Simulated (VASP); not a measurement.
# W (Im-3m) in VASP: relaxation of cell and atoms with r2SCAN

Aim: the relaxation of cell and atoms of W with r2SCAN.

All numbers are computed with VASP 6.6.1; they aren't measurements. Logs are shortened: lines on timing, memory, paths and dates and some standing lists are left out, and cuts for length are marked.

### Step 1. The cell of the first run

Symmetry: Im-3m, No. 229, cubic system. Conventional cell: a = 3.165 Å, b = 3.165 Å, c = 3.165 Å, α = 90.00°, β = 90.00°, γ = 90.00°. Within 3.6 Å of W (site symmetry m-3m) lie 14 W at 2.74 to 3.16 Å.

### Step 2. Relaxation of cell and atoms, r2SCAN

POSCAR

```
W
1.0
   -1.5823450000      1.5823450000      1.5823450000
    1.5823450000     -1.5823450000      1.5823450000
    1.5823450000      1.5823450000     -1.5823450000
W
1
Direct
    0.0000000000      0.0000000000      0.0000000000
```

INCAR.step1

```
  PREC = Accurate
  ENCUT = 600
  ISMEAR = 0
  SIGMA = 0.1
  LREAL = False
  LASPH = True
  NELM = 80
  GGA = PE
  ALGO = Normal
  EDIFF = 1E-4
  LWAVE = True
  LCHARG = False
```

INCAR.step2

```
  PREC = Accurate
  ENCUT = 600
  EDIFF = 1E-6
  ISMEAR = 0
  SIGMA = 0.1
  LREAL = False
  LASPH = True
  NELM = 80
  ALGO = Normal
  ISIF = 3
  LWAVE = False
  LCHARG = False
  METAGGA = R2SCAN
  LMIXTAU = True
  IBRION = 2
  NSW = 100
  EDIFFG = -0.005
  ISTART = 1
```

KPOINTS

```
regular mesh
0
Gamma
  18 18 18
```

Potentials or basis: VASP PAW PBE potentials, release 64 (W_sv).

Started as:

```sh
> cat potpaw_PBE.64/W_sv/POTCAR > POTCAR
> cp INCAR.step1 INCAR
> mpirun -np 1 vasp_std > vasp.out
> cp INCAR.step2 INCAR
> mpirun -np 1 vasp_std > vasp.out
```

OUTCAR:

```text
PREC = Accurate
   ENCUT = 600
   EDIFF = 1E-6
   ISMEAR = 0
   LREAL = False
   LASPH = True
   NELM = 80
   ISIF = 3
   METAGGA = R2SCAN
   IBRION = 2
   NSW = 100
   EDIFFG = -0.005
   ISTART = 1

 ion  position               nearest neighbor table
   1  0.000  0.000  0.000-

  LATTYP: Found a body centered cubic cell.
 ALAT       =     3.1646900000

  Lattice vectors:

 A1 = (  -1.5823450000,   1.5823450000,   1.5823450000)
 A2 = (   1.5823450000,  -1.5823450000,   1.5823450000)
 A3 = (   1.5823450000,   1.5823450000,  -1.5823450000)

Analysis of symmetry for initial positions (statically):
=====================================================================
 Subroutine PRICEL returns:
 Original cell was already a primitive cell.

 Routine SETGRP: Setting up the symmetry group for a
 body centered cubic supercell.

 Subroutine GETGRP returns: Found 48 space group operations
 (whereof 48 operations were pure point group operations)
 out of a pool of 48 trial point group operations.

The static configuration has the point symmetry O_h .

Analysis of symmetry for dynamics (positions and initial velocities):
=====================================================================
 Subroutine PRICEL returns:
 Original cell was already a primitive cell.

 Routine SETGRP: Setting up the symmetry group for a
 body centered cubic supercell.

 Subroutine GETGRP returns: Found 48 space group operations
 (whereof 48 operations were pure point group operations)
 out of a pool of 48 trial point group operations.

The dynamic configuration has the point symmetry O_h .

 Subroutine INISYM returns: Found 48 space group operations
 (whereof 48 operations are pure point group operations),
 and found     1 'primitive' translations

----------------------------------------------------------------------------------------

                                     Primitive cell

  volume of cell :      15.8476

  direct lattice vectors                    reciprocal lattice vectors
    -1.582345000  1.582345000  1.582345000     0.000000000  0.315986716  0.315986716
     1.582345000 -1.582345000  1.582345000     0.315986716  0.000000000  0.315986716
     1.582345000  1.582345000 -1.582345000     0.315986716  0.315986716  0.000000000

  length of vectors
     2.740701935  2.740701935  2.740701935     0.446872699  0.446872699  0.446872699

  position of ions in fractional coordinates (direct lattice)
     0.000000000  0.000000000  0.000000000

  ion indices of the primitive-cell ions
   primitive index   ion index
                 1           1

----------------------------------------------------------------------------------------

 KPOINTS: regular mesh

Automatic generation of k-mesh.
 Grid dimensions read from file:
 generate k-points for:   18   18   18

 Generating k-lattice:

  Cartesian coordinates                     Fractional coordinates (reciprocal lattice)
     0.000000000  0.017554818  0.017554818     0.055555556  0.000000000  0.000000000
     0.017554818  0.000000000  0.017554818     0.000000000  0.055555556  0.000000000
     0.017554818  0.017554818  0.000000000     0.000000000  0.000000000  0.055555556

  Length of vectors
     0.024826261  0.024826261  0.024826261

  Shift w.r.t. Gamma in fractional coordinates (k-lattice)
     0.000000000  0.000000000  0.000000000

 Subroutine IBZKPT returns following result:
 ===========================================

 Found    195 irreducible k-points:

 Following reciprocal coordinates:
            Coordinates               Weight
  0.000000  0.000000  0.000000      1.000000
  0.055556  0.000000  0.000000     12.000000
  0.111111  0.000000  0.000000     12.000000
  0.166667  0.000000  0.000000     12.000000
  0.222222  0.000000  0.000000     12.000000
  0.277778  0.000000  0.000000     12.000000
[... 16 lines left out ...]
  0.333333  0.111111 -0.000000     48.000000
  0.388889  0.111111  0.000000     48.000000
 [... further k-points ...]
   k-points           NKPTS =    195   k-points in BZ     NKDIM =    195   number of bands    NBANDS=     11
   number of dos      NEDOS =    301   number of ions     NIONS =      1
   total plane-waves  NPLWV =  13824
   dimension x,y,z NGX =    24 NGY =   24 NGZ =   24
   dimension x,y,z NGXF=    48 NGYF=   48 NGZF=   48
   ions per type =               1
   NGX,Y,Z   is equivalent  to a cutoff of  14.56, 14.56, 14.56 a.u.
   NGXF,Y,Z  is equivalent  to a cutoff of  29.12, 29.12, 29.12 a.u.
 SYSTEM =  unknown system
   PREC   = accura    normal or accurate (medium, high low for compatibility)
   ISTART =      1    job   : 0-new  1-cont  2-samecut
   ICHARG =      0    charge: 1-file 2-atom 10-const
   ISPIN  =      1    spin polarized calculation?
   LNONCOLLINEAR =      F non collinear calculations
   LSORBIT =      F    spin-orbit coupling
   LASPH  =      T    aspherical Exc in radial PAW
   ENCUT  =  600.0 eV  44.10 Ry    6.64 a.u.   5.47  5.47  5.47*2*pi/ulx,y,z
   NELM   =     80;   NELMIN=  2; NELMDL=  0     # of ELM steps
   EDIFF  = 0.1E-05   stopping-criterion for ELM
   LREAL  =      F    real-space projection
   EDIFFG = -.5E-02   stopping-criterion for IOM
   NSW    =    100    number of steps for IOM
   IBRION =      2    ionic relax: 0-MD 1-quasi-New 2-CG
   NFREE  =      1    steps in history (QN), initial steepest desc. (CG)
   ISIF   =      3    stress and relaxation
   ISYM   =      2    0-nonsym 1-usesym 2-fastsym
   POTIM  = 0.5000    time-step for ionic-motion
   TEBEG  =    0.0;   TEEND  =   0.0 temperature during run
   PSTRESS=    0.0 pullay stress
   NELECT =      14.0000    total number of electrons
   NUPDOWN=      -1.0000    fix difference up-down
   EMIN   =  10.00;   EMAX   =-10.00  energy-range for DOS
   EFERMI =   0.00;   METHOD = LEGACY
   ISMEAR =     0;   SIGMA  =   0.10  broadening in eV -4-tet -1-fermi 0-gaus
   EFERMI_NEDOS =   21; number of points for ismear=-14 and -15
   IALGO  =     38    algorithm
   IMIX   =      4    mixing-type and parameters
     AMIX     =   0.40;   BMIX     =  1.00
     AMIX_MAG =   1.60;   BMIX_MAG =  1.00
  volume/ion in A,a.u.               =      15.85       106.94
  Fermi-wavevector in a.u.,A,eV,Ry     =   1.570832  2.968442 33.572544  2.467512
  Thomas-Fermi vector in A             =   2.672506
   LORBIT       =      0    0 simple, 1 ext, 2 COOP (PROOUT), +10 PAW based schemes
   METAGGA = R2SCAN    functional components
   LHFCALC =     F    Hartree Fock is set to
   AEXX    =    0.0000 exact exchange contribution
   IVDW    =     0    specifies the selected vdW correction
   LEPSILON=     F    determine dielectric tensor
   LRPA    =     F    only Hartree local field effects (RPA)
 conjugate gradient relaxation of ions
 non-spin polarized calculation
 Gauss-broadening in eV      SIGMA  =   0.10
  energy-cutoff  :      600.00
  volume of cell :       15.85
 maximum number of plane-waves:       543
 NGX is ok and might be reduce to    24
   NGX = 11   NGY = 11   NGZ = 11

--------------------------------------- Ionic step        1  -------------------------------------------

 number of electron      14.0000002 magnetization

 Free energy of the ion-electron system (eV)
  ---------------------------------------------------
  ext. energy  EPLUGINS =         0.00000000
  ---------------------------------------------------
  free energy    TOTEN  =       -51.34741490 eV

  energy without entropy =      -51.34385960  energy(sigma->0) =      -51.34563725

------------------------ aborting loop because EDIFF is reached ----------------------------------------

  FORCE on cell =-STRESS in cart. coord.  units (eV):
  Direction    XX          YY          ZZ          XY          YZ          ZX
  --------------------------------------------------------------------------------------
  -------------------------------------------------------------------------------------
  Total        0.2384057      0.2384057      0.2384057      0.0000000      0.0000000      0.0000000
  in kB       24.1025858     24.1025858     24.1025858      0.0000000      0.0000000      0.0000000
  external PRESSURE =      24.1025858 kB  Pullay stress =       0.0000000 kB
[... 55 lines left out ...]
  energy  without entropy=      -51.3331498847  energy(sigma->0) =      -51.33511570

--------------------------------------- Ionic step        3  -------------------------------------------

 number of electron      14.0000002 magnetization

 Free energy of the ion-electron system (eV)
  ---------------------------------------------------
  ext. energy  EPLUGINS =         0.00000000
  ---------------------------------------------------
  free energy    TOTEN  =       -51.34828992 eV

  energy without entropy =      -51.34464831  energy(sigma->0) =      -51.34646911

 E-fermi :  11.1785     XC(G=0): -14.9114

 val. band max:       11.1689600605   @ k =  -0.1667   0.1667   0.0556
 cond. band min:      11.1906032310   @ k =  -0.3889   0.3889   0.2778
 fundamental gap:      0.0216431705
 Fermi energy:        11.1784787827

 k-point     1 :       0.0000    0.0000    0.0000
  band No.  band energies     occupation
      1     -64.9321      2.00000
      2     -27.8039      2.00000
      3     -27.8039      2.00000
      4     -27.8039      2.00000
      5       1.0972      2.00000
      6       9.9173      2.00000
      7       9.9173      2.00000
      8       9.9173      2.00000
      9      13.7354      0.00000
     10      13.7354      0.00000
     11      26.4276      0.00000
[... 309 lines left out ...]
 k-point    24 :       0.3889    0.1111    0.0000
  band No.  band energies     occupation
      1     -64.7853      2.00000
      2     -29.0621      2.00000
      3     -28.2738      2.00000
      4     -27.8703      2.00000
      5       5.1216      2.00000
      6       7.6268      2.00000
      7      10.4609      2.00000
      8      13.4184      0.00000
      9      14.8087      0.00000
     10      17.7553      0.00000
     11      22.5990      0.00000

 [... further k-points ...]

------------------------ aborting loop because EDIFF is reached ----------------------------------------

  FORCE on cell =-STRESS in cart. coord.  units (eV):
  Direction    XX          YY          ZZ          XY          YZ          ZX
  --------------------------------------------------------------------------------------
  -------------------------------------------------------------------------------------
  Total       -0.0009597     -0.0009597     -0.0009597     -0.0000000      0.0000000     -0.0000000
  in kB       -0.0962992     -0.0962992     -0.0962992     -0.0000000      0.0000000     -0.0000000
  external PRESSURE =      -0.0962992 kB  Pullay stress =       0.0000000 kB
[... 16 lines left out ...]
  FREE ENERGIE OF THE ION-ELECTRON SYSTEM (eV)
  ---------------------------------------------------
  free  energy   TOTEN  =       -51.3482899215 eV

  energy  without entropy=      -51.3446483068  energy(sigma->0) =      -51.34646911

 reached required accuracy - stopping structural energy minimisation
```

It took 2.7 min on 1 thread of Intel Xeon Platinum 8375C at 2.90GHz (Ice Lake), shared host; peak memory 0.18 GiB.

What came out:

| Quantity | Value |
| --- | --- |
| Free energy | -51.3483 eV |
| Relaxed volume | 15.97 Å³/atom |
| Relaxed cell | a = 2.748 Å, b = 2.748 Å, c = 2.748 Å, α = 109.47°, β = 109.47°, γ = 109.47° |
| Space group after relaxing (to 0.1 Å) | Im-3m (No. 229) |
| Energy gained by relaxing | 0.9 meV/atom |
| Ionic steps | 3 |
| Pressure after relaxing | 0.0 GPa |
| Band gap on the k mesh | zero (bands 7 and 8 overlap by 6.56 eV) |

Step by step:
```csv
step,energy change (eV),largest force (eV/Å),pressure (GPa),volume (Å³)
1,0.0000,0.0000,2.41,15.85
2,0.0103,0.0000,-8.03,16.40
3,-0.0009,0.0000,-0.01,15.97
```

Final structure:
```
CELL_PARAMETERS angstrom
-1.58630 1.58630 1.58630
1.58630 -1.58630 1.58630
1.58630 1.58630 -1.58630
ATOMIC_POSITIONS crystal
W 0.00000 0.00000 0.00000
```

Caveat: the PAW data sets were made with another functional, which shifts forces and pressure a little; spin-orbit coupling is left out, which moves the levels of the heavy elements. Zero-point motion and thermal expansion aren't in these numbers.
